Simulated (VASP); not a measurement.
Sr, 2 atoms in the cell. Symmetry: C2/c, No. 15, monoclinic system. Conventional cell: a = 4.310 Å, b = 7.465 Å, c = 7.050 Å, α = 90.00°, β = 90.29°, γ = 90.00°. Within 5.6 Å of Sr (site symmetry 2) lie 12 Sr at 4.31 to 4.32 Å. This isn't the form of Sr at room conditions, which is fcc. This cell differs from its parent crystal: strain +0.0050 x Voigt [0, 0, 0, 0, 1, 0].

* Program: VASP 6.6.1
* Task: single point
* Functional: PBEsol
* Potentials or basis: VASP PAW PBE potentials, release 64 (Sr_sv)
* Cutoff: 520 eV
* k mesh: 12 × 12 × 8
* Occupations: gaussian, width 0.15 eV
* Spin: no spin polarisation
* Dipole correction: no
* Further INCAR settings: ALGO = Fast; EDIFF = 1e-06; NBANDS = 17

Potentials or basis: VASP PAW PBE potentials, release 64 (Sr_sv).

Run with:

```sh
$ cat potpaw_PBE.64/Sr_sv/POTCAR > POTCAR
$ mpirun -np 1 vasp_std > vasp.out
```

Hardware: 1 thread of AMD EPYC 9R45 96-Core Processor (Zen 5), on a shared host.

Task: How long does it take, and how much memory?

Result: It took 6.5 min on 1 thread of AMD EPYC 9R45 96-Core Processor (Zen 5), with other jobs on the host, peak memory 0.59 GiB. Counts: scf iterations 14, k points 320.
